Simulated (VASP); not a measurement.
# KSn15S16 (a cell with a defect) in VASP: single point with PBE

Aim: the single point of KSn15S16 (a cell with a defect) with PBE.

Everything below comes from runs of VASP 6.6.1. Logs are shortened: lines on timing, memory, paths and dates and some standing lists are left out, and cuts for length are marked.

## (1) The cell of the first run

The cell holds a defect, 32 atoms: a = 11.392 Å, b = 7.914 Å, c = 9.066 Å, α = 90.00°, β = 90.00°, γ = 90.00°.

## (2) Single point, PBE

File INCAR:

```
SYSTEM = KSn15S16
ALGO = Normal
EDIFF = 1E-7
ENCUT = 520
GGA = PE
ISIF = 2
ISMEAR = -1
LASPH = .True.
LCHARG = .True.
LELF = .True.
LREAL = Auto
LVHAR = .True.
LWAVE = .False.
NBANDS = 180
NELECT = 316.0
NELM = 100
PREC = Accurate
SIGMA = 0.01
```

File KPOINTS:

```
k-points
0
Gamma
  2 3 2
  0 0 0
```

File POSCAR:

```
KSn15S16
1.0
   11.3920185100      0.0000000000      0.0000000000
    0.0000000000      7.9137104200      0.0000000000
    0.0000000000      0.0000000000      9.0656213800
K Sn S
1 15 16
Direct
    0.6061202317      0.1250000000      0.2109231936
    0.6274609747      0.1250000000      0.6844143987
    0.6230460997      0.6250000000      0.1588537770
    0.6262057352      0.6250000000      0.6943785914
    0.3715176497      0.3814934125      0.3187413759
    0.3817314781      0.3714602553      0.8220099890
    0.3715176497      0.8685065875      0.3187413759
    0.3817314781      0.8785397447      0.8220099890
    0.8829256694      0.3736148571      0.4286810943
    0.8752560723      0.3769111433      0.9331546006
    0.8829256694      0.8763851429      0.4286810943
    0.8752560723      0.8730888567      0.9331546006
    0.1085777554      0.1250000000      0.0744947775
    0.1175015880      0.1250000000      0.5728113576
    0.1165054331      0.6250000000      0.0646128359
    0.1132799808      0.6250000000      0.5730683345
    0.3496331952      0.1250000000      0.0154322578
    0.3460809974      0.1250000000      0.5103364039
    0.3487196880      0.6250000000      0.0136778612
    0.3455832766      0.6250000000      0.5118993085
    0.6561582740      0.3715783318      0.4902678414
    0.6502139895      0.3854865256      0.9645745506
    0.6561582740      0.8784216682      0.4902678414
    0.6502139895      0.8645134744      0.9645745506
    0.1466457785      0.3790891718      0.2628482591
    0.1513290376      0.3746156312      0.7645863029
    0.1466457785      0.8709108282      0.2628482591
    0.1513290376      0.8753843688      0.7645863029
    0.8729959170      0.1250000000      0.2392133644
    0.8560330941      0.1250000000      0.7383529808
    0.8516665838      0.6250000000      0.2329151493
    0.8590335512      0.6250000000      0.7348873804
```

Potentials or basis: VASP PAW PBE potentials, release 64 (K_sv, Sn_d, S).

The run is started by

```sh
$ cat potpaw_PBE.64/K_sv/POTCAR potpaw_PBE.64/Sn_d/POTCAR potpaw_PBE.64/S/POTCAR > POTCAR
$ mpirun -np 1 vasp_std > vasp.out
```

OUTCAR:

```text
SYSTEM = KSn15S16
   EDIFF = 1E-7
   ENCUT = 520
   GGA = PE
   ISIF = 2
   ISMEAR = -1
   LASPH = .True.
   LREAL = Auto
   NELECT = 316.0
   NELM = 100
   PREC = Accurate

 ion  position               nearest neighbor table
   1  0.606  0.125  0.211-  29 3.05  24 3.08  22 3.08  21 3.25  23 3.25   7 3.50   5 3.50
   2  0.627  0.125  0.684-  21 2.65  23 2.65  30 2.65   8 3.63   6 3.63
   3  0.623  0.625  0.159-  22 2.61  24 2.61  31 2.69   7 3.75   5 3.75
   4  0.626  0.625  0.694-  32 2.68  23 2.75  21 2.75  24 3.11  22 3.11   8 3.62   6 3.62
   5  0.372  0.381  0.319-  25 2.61  20 2.62  18 2.69   1 3.50   3 3.75
   6  0.382  0.371  0.822-  17 2.65  26 2.68  19 2.68   4 3.62   2 3.63
   7  0.372  0.869  0.319-  27 2.61  20 2.62  18 2.69   1 3.50   3 3.75
   8  0.382  0.879  0.822-  17 2.65  28 2.68  19 2.68   4 3.62   2 3.63
   9  0.883  0.374  0.429-  29 2.61  21 2.64  31 2.69  16 3.54  14 3.57
  10  0.875  0.377  0.933-  22 2.58  32 2.67  30 2.67  13 3.56  15 3.58
  11  0.883  0.876  0.429-  29 2.61  23 2.64  31 2.69  16 3.54  14 3.57
  12  0.875  0.873  0.933-  24 2.58  32 2.67  30 2.67  13 3.56  15 3.58
  13  0.109  0.125  0.074-  25 2.67  27 2.67  17 2.80  29 3.07  10 3.56  12 3.56
  14  0.118  0.125  0.573-  26 2.66  28 2.66  18 2.66  11 3.57   9 3.57
  15  0.117  0.625  0.065-  25 2.67  27 2.67  19 2.69  12 3.58  10 3.58
  16  0.113  0.625  0.573-  26 2.67  28 2.67  20 2.70  32 3.25   9 3.54  11 3.54
  17  0.350  0.125  0.015-   6 2.65   8 2.65  13 2.80
  18  0.346  0.125  0.510-  14 2.66   7 2.69   5 2.69
  19  0.349  0.625  0.014-   6 2.68   8 2.68  15 2.69
  20  0.346  0.625  0.512-   5 2.62   7 2.62  16 2.70
  21  0.656  0.372  0.490-   9 2.64   2 2.65   4 2.75   1 3.25
  22  0.650  0.385  0.965-  10 2.58   3 2.61   1 3.08   4 3.11
  23  0.656  0.878  0.490-  11 2.64   2 2.65   4 2.75   1 3.25
  24  0.650  0.865  0.965-  12 2.58   3 2.61   1 3.08   4 3.11
  25  0.147  0.379  0.263-   5 2.61  15 2.67  13 2.67
  26  0.151  0.375  0.765-  14 2.66  16 2.67   6 2.68
  27  0.147  0.871  0.263-   7 2.61  15 2.67  13 2.67
  28  0.151  0.875  0.765-  14 2.66  16 2.67   8 2.68
  29  0.873  0.125  0.239-   9 2.61  11 2.61   1 3.05  13 3.07
  30  0.856  0.125  0.738-   2 2.65  10 2.67  12 2.67
  31  0.852  0.625  0.233-   3 2.69   9 2.69  11 2.69
  32  0.859  0.625  0.735-  10 2.67  12 2.67   4 2.68  16 3.25

  LATTYP: Found a simple orthorhombic cell.
 ALAT       =     7.9137104200
 B/A-ratio  =     1.1455588970
 C/A-ratio  =     1.4395293618

  Lattice vectors:

 A1 = (   0.0000000000,   7.9137104200,   0.0000000000)
 A2 = (   0.0000000000,   0.0000000000,   9.0656213800)
 A3 = (  11.3920185100,   0.0000000000,   0.0000000000)

Analysis of symmetry for initial positions (statically):
=====================================================================
 Subroutine PRICEL returns:
 Original cell was already a primitive cell.

 Routine SETGRP: Setting up the symmetry group for a
 simple orthorhombic supercell.

 Subroutine GETGRP returns: Found  2 space group operations
 (whereof  1 operations were pure point group operations)
 out of a pool of  8 trial point group operations.

The static configuration has the point symmetry C_1 .
 The point group associated with its full space group is C_1h.

Analysis of symmetry for dynamics (positions and initial velocities):
=====================================================================
 Subroutine PRICEL returns:
 Original cell was already a primitive cell.

 Routine SETGRP: Setting up the symmetry group for a
 simple orthorhombic supercell.

 Subroutine GETGRP returns: Found  2 space group operations
 (whereof  1 operations were pure point group operations)
 out of a pool of  8 trial point group operations.

The dynamic configuration has the point symmetry C_1 .
 The point group associated with its full space group is C_1h.

 Subroutine INISYM returns: Found  2 space group operations
 (whereof  1 operations are pure point group operations),
 and found     1 'primitive' translations

----------------------------------------------------------------------------------------

                                     Primitive cell

  volume of cell :     817.2942

  direct lattice vectors                    reciprocal lattice vectors
    11.392018510  0.000000000  0.000000000     0.087780756  0.000000000  0.000000000
     0.000000000  7.913710420  0.000000000     0.000000000  0.126362976  0.000000000
     0.000000000  0.000000000  9.065621380     0.000000000  0.000000000  0.110306835

  length of vectors
[... 75 lines left out ...]
Automatic generation of k-mesh.
 Grid dimensions read from file:
 generate k-points for:    2    3    2

 Generating k-lattice:

  Cartesian coordinates                     Fractional coordinates (reciprocal lattice)
     0.043890378  0.000000000  0.000000000     0.500000000  0.000000000  0.000000000
     0.000000000  0.042120992  0.000000000     0.000000000  0.333333333  0.000000000
     0.000000000  0.000000000  0.055153417     0.000000000  0.000000000  0.500000000

  Length of vectors
     0.043890378  0.042120992  0.055153417

  Shift w.r.t. Gamma in fractional coordinates (k-lattice)
     0.000000000  0.000000000  0.000000000

 Subroutine IBZKPT returns following result:
 ===========================================

 Found      8 irreducible k-points:

 Following reciprocal coordinates:
            Coordinates               Weight
  0.000000  0.000000  0.000000      1.000000
  0.500000  0.000000  0.000000      1.000000
  0.000000  0.333333  0.000000      2.000000
  0.500000  0.333333  0.000000      2.000000
  0.000000  0.000000  0.500000      1.000000
  0.500000  0.000000  0.500000      1.000000
  0.000000  0.333333  0.500000      2.000000
  0.500000  0.333333  0.500000      2.000000
   k-points           NKPTS =      8   k-points in BZ     NKDIM =      8   number of bands    NBANDS=    180
   number of dos      NEDOS =    301   number of ions     NIONS =     32
   total plane-waves  NPLWV = 378000
   dimension x,y,z NGX =    90 NGY =   60 NGZ =   70
   dimension x,y,z NGXF=   180 NGYF=  120 NGZF=  140
   ions per type =               1  15  16
   NGX,Y,Z   is equivalent  to a cutoff of  13.13, 12.60, 12.84 a.u.
   NGXF,Y,Z  is equivalent  to a cutoff of  26.27, 25.21, 25.67 a.u.
 SYSTEM =  KSn15S16
   PREC   = accura    normal or accurate (medium, high low for compatibility)
   ISTART =      0    job   : 0-new  1-cont  2-samecut
   ICHARG =      2    charge: 1-file 2-atom 10-const
   ISPIN  =      1    spin polarized calculation?
   LNONCOLLINEAR =      F non collinear calculations
   LSORBIT =      F    spin-orbit coupling
   LASPH  =      T    aspherical Exc in radial PAW
   ENCUT  =  520.0 eV  38.22 Ry    6.18 a.u.  21.18 14.71 16.86*2*pi/ulx,y,z
   NELM   =    100;   NELMIN=  2; NELMDL= -5     # of ELM steps
   EDIFF  = 0.1E-06   stopping-criterion for ELM
   LREAL  =      T    real-space projection
   EDIFFG = 0.1E-05   stopping-criterion for IOM
   NSW    =      0    number of steps for IOM
   IBRION =     -1    ionic relax: 0-MD 1-quasi-New 2-CG
   NFREE  =      0    steps in history (QN), initial steepest desc. (CG)
   ISIF   =      2    stress and relaxation
   ISYM   =      2    0-nonsym 1-usesym 2-fastsym
   POTIM  = 0.5000    time-step for ionic-motion
   TEBEG  =    0.0;   TEEND  =   0.0 temperature during run
   PSTRESS=    0.0 pullay stress
   NELECT =     316.0000    total number of electrons
   NUPDOWN=      -1.0000    fix difference up-down
   EMIN   =  10.00;   EMAX   =-10.00  energy-range for DOS
   EFERMI =   0.00;   METHOD = LEGACY
   ISMEAR =    -1;   SIGMA  =   0.01  broadening in eV -4-tet -1-fermi 0-gaus
   EFERMI_NEDOS =   21; number of points for ismear=-14 and -15
   IALGO  =     38    algorithm
   IMIX   =      4    mixing-type and parameters
     AMIX     =   0.40;   BMIX     =  1.00
     AMIX_MAG =   1.60;   BMIX_MAG =  1.00
  volume/ion in A,a.u.               =      25.54       172.36
  Fermi-wavevector in a.u.,A,eV,Ry     =   1.192645  2.253772 19.352943  1.422401
  Thomas-Fermi vector in A             =   2.328678
   LORBIT       =      0    0 simple, 1 ext, 2 COOP (PROOUT), +10 PAW based schemes
   GGA     = PE    functional components
   LHFCALC =     F    Hartree Fock is set to
   AEXX    =    0.0000 exact exchange contribution
   IVDW    =     0    specifies the selected vdW correction
   LEPSILON=     F    determine dielectric tensor
   LRPA    =     F    only Hartree local field effects (RPA)
 non-spin polarized calculation
  energy-cutoff  :      520.00
  volume of cell :      817.29
 maximum number of plane-waves:     22038
 NGX is ok and might be reduce to    90
   NGX = 43   NGY = 29   NGZ = 33

 number of electron     316.0000005 magnetization

 Free energy of the ion-electron system (eV)
  ---------------------------------------------------
  ext. energy  EPLUGINS =         0.00000000
  ---------------------------------------------------
  free energy    TOTEN  =      -134.44218369 eV

  energy without entropy =     -134.44218369  energy(sigma->0) =     -134.44218369

 E-fermi :   5.7349     XC(G=0):  -9.5314

 val. band max:        5.4199369689   @ k =   0.0000   0.0000   0.0000
 cond. band min:       6.2238508092   @ k =   0.0000   0.3333   0.0000
 fundamental gap:      0.8039138403
 Fermi energy:         5.7349180800

 k-point     1 :       0.0000    0.0000    0.0000
  band No.  band energies     occupation
      1     -24.2373      2.00000
      2     -16.0113      2.00000
      3     -16.0071      2.00000
      4     -15.9888      2.00000
      5     -15.9839      2.00000
      6     -15.9737      2.00000
[... 1373 lines left out ...]
    169       7.9325      0.00000
    170       7.9822      0.00000
 [bands above 170 left out]

------------------------ aborting loop because EDIFF is reached ----------------------------------------

  FORCE on cell =-STRESS in cart. coord.  units (eV):
  Direction    XX          YY          ZZ          XY          YZ          ZX
  --------------------------------------------------------------------------------------
  -------------------------------------------------------------------------------------
  Total       14.4499944     16.5627980     11.1008832      0.0000000      0.0000000     -0.3835670
  in kB       28.3269520     32.4687727     21.7615437      0.0000000      0.0000000     -0.7519230
  external PRESSURE =      27.5190895 kB  Pullay stress =       0.0000000 kB

 VOLUME and BASIS-vectors are now :
 -----------------------------------------------------------------------------
  energy-cutoff  :      520.00
  volume of cell :      817.29
      direct lattice vectors                 reciprocal lattice vectors
    11.392018510  0.000000000  0.000000000     0.087780756  0.000000000  0.000000000
     0.000000000  7.913710420  0.000000000     0.000000000  0.126362976  0.000000000
     0.000000000  0.000000000  9.065621380     0.000000000  0.000000000  0.110306835

 POSITION                                       TOTAL-FORCE (eV/Angst)
 -----------------------------------------------------------------------------------
      6.90493      0.98921      1.91215        -0.008793      0.000000      0.002164
      7.14805      0.98921      6.20464        -0.008939      0.000000      0.001463
      7.09775      4.94607      1.44011         0.006120      0.000000      0.005638
      7.13375      4.94607      6.29497         0.021505      0.000000     -0.006162
      4.23234      3.01903      2.88959        -0.007405      0.001907     -0.015224
      4.34869      2.93963      7.45203        -0.000186      0.003051     -0.001269
[... 24 lines left out ...]
      9.70220      4.94607      2.11152        -0.002708      0.000000     -0.004738
      9.78613      4.94607      6.66221        -0.004173      0.000000     -0.004472
 -----------------------------------------------------------------------------------
    total drift:                               -0.001077      0.000000     -0.024358

  FREE ENERGIE OF THE ION-ELECTRON SYSTEM (eV)
  ---------------------------------------------------
  free  energy   TOTEN  =      -134.4421836917 eV

  energy  without entropy=     -134.4421836917  energy(sigma->0) =     -134.44218369
```

Wall time 18 min (1 thread of Intel Xeon 6975P-C (Granite Rapids), shared host); peak memory 1.2 GiB.

What came out:

```yaml
Free_energy: -134.4422 eV
Largest_force: 0.022 eV/Å
```

Forces on the atoms (eV/Å):
```
K   -0.009  0.000  0.002
Sn  -0.009  0.000  0.001
Sn   0.006  0.000  0.006
Sn   0.022  0.000 -0.006
Sn  -0.007  0.002 -0.015
Sn   0.000  0.003 -0.001
Sn  -0.007 -0.002 -0.015
Sn   0.000 -0.003 -0.001
Sn   0.000  0.000  0.006
Sn  -0.008  0.005  0.009
Sn   0.000  0.000  0.006
Sn  -0.008 -0.005  0.009
Sn  -0.006  0.000 -0.011
Sn   0.007  0.000  0.004
Sn   0.007  0.000 -0.015
Sn  -0.001  0.000  0.002
S   -0.001  0.000 -0.001
S    0.000  0.000  0.007
S   -0.004  0.000  0.009
S    0.004  0.000  0.003
S    0.000  0.002 -0.003
S    0.007  0.007 -0.005
S    0.000 -0.002 -0.003
S    0.007 -0.007 -0.005
S    0.001  0.001  0.011
S   -0.001  0.003  0.007
S    0.001 -0.001  0.011
S   -0.001 -0.003  0.007
S    0.009  0.000 -0.001
S   -0.004  0.000 -0.007
S   -0.003  0.000 -0.005
S   -0.004  0.000 -0.004
```

Caveat: the cell carries a net charge on a neutralising background, which shifts energy and pressure; the cell is charged against a uniform background, so pressure and absolute levels hang on convention; spin-orbit coupling is left out, which moves the levels of the heavy elements.
